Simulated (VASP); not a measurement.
# TiTe2 (P6_3/mmc) in VASP: notebook, part 2 of 2

VASP 6.6.1. The steps go on from the part before.

### Step 3. Single point, PBE

This run uses another cell than the first one, of 30.51 Å³/atom.

INCAR

```
PREC = Accurate
ENCUT = 520
EDIFF = 1E-6
ISMEAR = 0
SIGMA = 0.1
LREAL = False
LASPH = True
NELM = 100
ALGO = Normal
ISIF = 2
LWAVE = False
LCHARG = False
GGA = PE
NBANDS = 33
```

KPOINTS

```
regular mesh
0
Gamma
  3 3 4
```

POSCAR

```
TiTe2
1.0
    6.2159708800      0.0000000000      0.0000000000
   -3.1079854400      5.3831886900      0.0000000000
    0.0000000000      0.0000000000      5.4706569800
Ti Te
2 4
Direct
    0.3333333300      0.6666666700      0.2500000000
    0.6666666700      0.3333333300      0.7500000000
    0.0000000000      0.0000000000      0.0000000000
    0.0000000000      0.0000000000      0.5000000000
    0.3333333300      0.6666666700      0.7500000000
    0.6666666700      0.3333333300      0.2500000000
```

Potentials or basis: VASP PAW PBE potentials, release 64 (Ti_sv, Te).

Started as:

```console
$ cat potpaw_PBE.64/Ti_sv/POTCAR potpaw_PBE.64/Te/POTCAR > POTCAR
$ mpirun -np 1 vasp_std > vasp.out
```

OUTCAR:

```text
PREC = Accurate
   ENCUT = 520
   EDIFF = 1E-6
   ISMEAR = 0
   LREAL = False
   LASPH = True
   NELM = 100
   ISIF = 2
   GGA = PE

 ion  position               nearest neighbor table
   1  0.333  0.667  0.250-   5 2.74   5 2.74
   2  0.667  0.333  0.750-   6 2.74   6 2.74
   3  0.000  0.000  0.000-   4 2.74   4 2.74
   4  0.000  0.000  0.500-   3 2.74   3 2.74
   5  0.333  0.667  0.750-   1 2.74   1 2.74
   6  0.667  0.333  0.250-   2 2.74   2 2.74

  LATTYP: Found a hexagonal cell.
 ALAT       =     6.2159708800
 C/A-ratio  =     0.8800969447

  Lattice vectors:

 A1 = (   6.2159708800,   0.0000000000,   0.0000000000)
 A2 = (  -3.1079854400,   5.3831886900,   0.0000000000)
 A3 = (   0.0000000000,   0.0000000000,   5.4706569800)

Analysis of symmetry for initial positions (statically):
=====================================================================
 Subroutine PRICEL returns:
 Original cell was already a primitive cell.

 Routine SETGRP: Setting up the symmetry group for a
 hexagonal supercell.

 Subroutine GETGRP returns: Found 24 space group operations
 (whereof 12 operations were pure point group operations)
 out of a pool of 24 trial point group operations.

The static configuration has the point symmetry D_3d.
 The point group associated with its full space group is D_6h.

Analysis of symmetry for dynamics (positions and initial velocities):
=====================================================================
 Subroutine PRICEL returns:
 Original cell was already a primitive cell.

 Routine SETGRP: Setting up the symmetry group for a
 hexagonal supercell.

 Subroutine GETGRP returns: Found 24 space group operations
 (whereof 12 operations were pure point group operations)
 out of a pool of 24 trial point group operations.

[... 112 lines left out ...]
     AMIX     =   0.40;   BMIX     =  1.00
     AMIX_MAG =   1.60;   BMIX_MAG =  1.00
  volume/ion in A,a.u.               =      30.51       205.89
  Fermi-wavevector in a.u.,A,eV,Ry     =   1.047834  1.980119 14.938604  1.097956
  Thomas-Fermi vector in A             =   2.182731
   LORBIT       =      0    0 simple, 1 ext, 2 COOP (PROOUT), +10 PAW based schemes
   GGA     = PE    functional components
   LHFCALC =     F    Hartree Fock is set to
   AEXX    =    0.0000 exact exchange contribution
   IVDW    =     0    specifies the selected vdW correction
   LEPSILON=     F    determine dielectric tensor
   LRPA    =     F    only Hartree local field effects (RPA)
 non-spin polarized calculation
 Gauss-broadening in eV      SIGMA  =   0.10
  energy-cutoff  :      520.00
  volume of cell :      183.06
 maximum number of plane-waves:      4983
 NGX is ok and might be reduce to    48
   NGX = 23   NGY = 23   NGZ = 21

 number of electron      47.9999993 magnetization

 Free energy of the ion-electron system (eV)
  ---------------------------------------------------
  ext. energy  EPLUGINS =         0.00000000
  ---------------------------------------------------
  free energy    TOTEN  =       -26.08948626 eV

  energy without entropy =      -26.01435737  energy(sigma->0) =      -26.05192182

 E-fermi :   6.0630     XC(G=0):  -9.3825

 val. band max:        6.0547236335   @ k =   0.3333   0.3333   0.0000
 cond. band min:       6.0738090079   @ k =   0.3333   0.0000   0.0000
 fundamental gap:      0.0190853744
 Fermi energy:         6.0629530845

 k-point     1 :       0.0000    0.0000    0.0000
  band No.  band energies     occupation
      1     -52.0904      2.00000
      2     -52.0902      2.00000
      3     -28.3847      2.00000
      4     -28.3847      2.00000
      5     -28.3829      2.00000
      6     -28.3829      2.00000
[... 313 lines left out ...]
     32       7.0296      0.00000
     33       7.3658      0.00000

------------------------ aborting loop because EDIFF is reached ----------------------------------------

  FORCE on cell =-STRESS in cart. coord.  units (eV):
  Direction    XX          YY          ZZ          XY          YZ          ZX
  --------------------------------------------------------------------------------------
  -------------------------------------------------------------------------------------
  Total       -8.7743075     -8.7743075      8.0701092      0.0000000      0.0000000      0.0000000
  in kB      -76.7954293    -76.7954293     70.6320699      0.0000000      0.0000000      0.0000000
  external PRESSURE =     -27.6529295 kB  Pullay stress =       0.0000000 kB

 VOLUME and BASIS-vectors are now :
 -----------------------------------------------------------------------------
  energy-cutoff  :      520.00
  volume of cell :      183.06
      direct lattice vectors                 reciprocal lattice vectors
     6.215970880  0.000000000  0.000000000     0.160875915  0.092881753  0.000000000
    -3.107985440  5.383188690  0.000000000     0.000000000  0.185763505  0.000000000
     0.000000000  0.000000000  5.470656980     0.000000000  0.000000000  0.182793402

 POSITION                                       TOTAL-FORCE (eV/Angst)
 -----------------------------------------------------------------------------------
     -0.00000      3.58879      1.36766         0.000000     -0.000000      0.000000
      3.10799      1.79440      4.10299        -0.000000      0.000000      0.000000
      0.00000      0.00000      0.00000        -0.000000      0.000000      0.000000
      0.00000      0.00000      2.73533        -0.000000      0.000000      0.000000
     -0.00000      3.58879      4.10299        -0.000000      0.000000      0.000000
      3.10799      1.79440      1.36766         0.000000     -0.000000      0.000000
 -----------------------------------------------------------------------------------
    total drift:                               -0.000009      0.000005      0.000000

  FREE ENERGIE OF THE ION-ELECTRON SYSTEM (eV)
  ---------------------------------------------------
  free  energy   TOTEN  =       -26.0894862572 eV

  energy  without entropy=      -26.0143573734  energy(sigma->0) =      -26.05192182
```

OSZICAR:

```text
N       E                     dE             d eps       ncg     rms          rms(c)
DAV:   1     0.432568824957E+03    0.43257E+03   -0.20944E+04   602   0.135E+03
DAV:   2     0.226618538091E+02   -0.40991E+03   -0.39447E+03   650   0.363E+02
DAV:   3    -0.273971508817E+02   -0.50059E+02   -0.47855E+02   986   0.111E+02
[... 15 lines left out ...]
DAV:  19    -0.260895276479E+02    0.51908E-04   -0.16387E-05   827   0.242E-02    0.108E-01
DAV:  20    -0.260895099228E+02    0.17725E-04   -0.62950E-06   691   0.116E-02    0.608E-02
DAV:  21    -0.260894884779E+02    0.21445E-04   -0.10143E-05   756   0.201E-02    0.202E-02
DAV:  22    -0.260894863304E+02    0.21474E-05   -0.31146E-06   642   0.949E-03    0.496E-03
DAV:  23    -0.260894862572E+02    0.73294E-07   -0.42335E-07   327   0.371E-03
   1 F= -.26089486E+02 E0= -.26051922E+02  d E =-.751289E-01
```

It took 4.6 min on 1 thread of Intel Xeon 8259CL, shared host; peak memory 0.31 GiB.

Results:

```
Free energy            : -26.0895 eV
Pressure               : -2.8 GPa
Band gap on the k mesh : zero (bands 24 and 25 overlap by 0.57 eV)
```

Stress tensor (GPa, compression positive):
```
-7.68  0.00  0.00
 0.00 -7.68  0.00
 0.00  0.00  7.06
```

Caveat: the k points lie up to 0.39 Å⁻¹ apart, too coarse for converged energies and pressures of a metal; spin-orbit coupling is left out, which moves the levels of the heavy elements.

### Step 4. Single point, PBE

This run uses another cell than the first one, of 24.07 Å³/atom.

INCAR

```
  ALGO = Normal
  EDIFF = 1E-6
  ENCUT = 520
  GGA = PE
  ISIF = 2
  ISMEAR = 0
  LASPH = T
  LCHARG = F
  LREAL = F
  LWAVE = F
  NBANDS = 33
  NELM = 80
  PREC = Accurate
  SIGMA = 0.1
```

KPOINTS

```
k-points
0
Gamma
  6 6 4
```

POSCAR

```
TiTe2
1.0
    5.3101706289      0.0000000000      0.0000000000
   -2.6550853145      4.5987426631      0.0000000000
    0.0000000000      0.0000000000      5.9142308643
Ti Te
2 4
Direct
    0.3333333333      0.6666666667      0.2500000000
    0.6666666667      0.3333333333      0.7500000000
    0.0000000000      0.0000000000      0.0000000000
    0.0000000000      0.0000000000      0.5000000000
    0.3333333333      0.6666666667      0.7500000000
    0.6666666667      0.3333333333      0.2500000000
```

Started as:

```console
$ cat potpaw_PBE.64/Ti_sv/POTCAR potpaw_PBE.64/Te/POTCAR > POTCAR
$ mpirun -np 1 vasp_std > vasp.out
```

Wall time 4.6 min (1 thread of Intel Xeon 8259CL, shared host); peak memory 0.31 GiB.

It converged, with:

| Quantity | Value |
| --- | --- |
| Free energy | -28.2529 eV |
| Pressure | -0.1 GPa |
| Band gap on the k mesh | zero (bands 24 and 25 overlap by 0.92 eV) |

Stress tensor (GPa, compression positive):
```
-0.07  0.00  0.00
 0.00 -0.07  0.00
 0.00  0.00 -0.20
```

Levels at points of the mesh, in eV from the Fermi level:
```
           k point  band 22  band 23  band 24  band 25  band 26  band 27
(0.00, 0.00, 0.00)    -0.90    -0.90    -0.82    -0.82    -0.14     0.41
(0.50, 0.00, 0.00)    -0.33     0.06     0.07     0.10     0.23     0.33
(0.00, 0.00, 0.50)    -2.08    -1.84    -1.84     0.07     0.07     0.07
(0.50, 0.00, 0.50)    -1.35    -0.85    -0.85     0.28     0.28     0.31
```

Caveat: spin-orbit coupling is left out, which moves the levels of the heavy elements.

### Step 5. Relaxation of cell and atoms, PBE

This run uses another cell than the first one, of 30.51 Å³/atom.

INCAR

```
SYSTEM = TiTe2
ALGO = Normal
EDIFF = 1E-6
EDIFFG = -0.04
ENCUT = 600
GGA = PE
IBRION = 2
ISIF = 3
ISMEAR = 0
LASPH = .TRUE.
LCHARG = .FALSE.
LREAL = .FALSE.
LWAVE = .FALSE.
NELM = 60
NSW = 90
PREC = Accurate
SIGMA = 0.1
```

KPOINTS

```
k-points
0
G
  3 3 4
  0 0 0
```

POSCAR

```
TiTe2
1.0
    6.2159708800      0.0000000000      0.0000000000
   -3.1079854400      5.3831886900      0.0000000000
    0.0000000000      0.0000000000      5.4706569800
Ti Te
2 4
Direct
    0.3333333300      0.6666666700      0.2500000000
    0.6666666700      0.3333333300      0.7500000000
    0.0000000000      0.0000000000      0.0000000000
    0.0000000000      0.0000000000      0.5000000000
    0.3333333300      0.6666666700      0.7500000000
    0.6666666700      0.3333333300      0.2500000000
```

Started as:

```console
$ cat potpaw_PBE.64/Ti_sv/POTCAR potpaw_PBE.64/Te/POTCAR > POTCAR
$ mpirun -np 1 vasp_std > vasp.out
```

Run time: 27 min. Hardware: 1 thread of Intel Xeon 8259CL, shared host; peak memory 0.39 GiB.

The run converged. Its results:

```yaml
Free_energy: -28.3247 eV
Relaxed_volume: 23.95 Å³/atom
Relaxed_cell: a = 5.273 Å, b = 5.273 Å, c = 5.967 Å, α = 90.00°, β = 90.00°, γ = 120.00°
Space_group_after_relaxing_to_0.1_Å: P6_3/mmc (No. 194)
Energy_gained_by_relaxing: 372.6 meV/atom
Ionic_steps: 11
Pressure_after_relaxing: 0.0 GPa
Band_gap_on_the_k_mesh: zero (bands 24 and 25 overlap by 0.90 eV)
```

Step by step:
```
step  energy change (eV)  largest force (eV/Å)  pressure (GPa)  volume (Å³)
   1              0.0000                0.0000           -2.75       183.06
   2             -1.4142                0.0000           -5.94       168.46
   3             -2.1471                0.0000           -2.56       149.64
   4             -2.1492                0.0000            3.09       138.15
   5             -2.1985                0.0000            0.08       143.67
   6             -2.2221                0.0000            0.10       143.47
   7             -2.2344                0.0000            0.23       143.21
   8             -2.2349                0.0000            0.28       143.15
   9             -2.2349                0.0000            0.29       143.14
  10             -2.2348                0.0000           -0.31       144.39
  11             -2.2354                0.0000           -0.01       143.71
```

Final structure:
```
Ti Te
1.0
     5.27338    0.00000    0.00000
    -2.63669    4.56688    0.00000
     0.00000    0.00000    5.96746
Ti Te
2 4
Direct
  0.33333 0.66667 0.25000
  0.66667 0.33333 0.75000
  0.00000 0.00000 0.00000
  0.00000 0.00000 0.50000
  0.33333 0.66667 0.75000
  0.66667 0.33333 0.25000
```

Levels at points of the mesh, in eV from the Fermi level:
```
           k point  band 20  band 21  band 22  band 23  band 24  band 25  band 26  band 27  band 28
(0.00, 0.00, 0.00)    -2.24    -1.89    -0.94    -0.94    -0.81    -0.81    -0.14     0.41     0.41
(0.00, 0.00, 0.50)    -2.09    -2.09    -2.09    -1.89    -1.89     0.05     0.05     0.05     0.05
```

Caveat: the k points lie up to 0.46 Å⁻¹ apart in the final cell, too coarse for converged energies and pressures of a metal; the volume moved by over 15 % at a fixed basis, so the end points are rough; the highest band is partly filled, so the run has too few bands; spin-orbit coupling is left out, which moves the levels of the heavy elements.

### Step 6. Summary

```csv
task,cell,k mesh,cutoff (eV),gap on the mesh (eV),pressure (GPa)
single point,"a = 5.280, b = 5.280, c = 5.944 Å, angles 90.0, 90.0, 120.0°, 6 atoms",3 × 3 × 4,520,none,0.1
single point,"a = 6.216, b = 6.216, c = 5.471 Å, angles 90.0, 90.0, 120.0°, 6 atoms",3 × 3 × 4,520,none,-2.8
single point,"a = 5.310, b = 5.310, c = 5.914 Å, angles 90.0, 90.0, 120.0°, 6 atoms",6 × 6 × 4,520,none,-0.1
relaxation of cell and atoms,"relaxed from a = 6.216, b = 6.216, c = 5.471 Å, angles 90.0, 90.0, 120.0°, 6 atoms",3 × 3 × 4,600,none,0.0
```

Alike in all rows: level PBE; potentials or basis VASP PAW PBE potentials, release 64 (Ti_sv, Te); no spin polarisation; smearing gaussian 0.1 eV.

Caveats: some runs use coarse meshes; spin-orbit coupling is left out, which moves the levels of the heavy elements; the volume moved by over 15 % at a fixed basis, so the end points are rough (at least some runs); the highest band is partly filled, so the run has too few bands (at least some runs).

Absolute energies hang on the potentials; compare differences alone.

The gap in the log of VASP goes by the Fermi energy; the results here count the filled bands.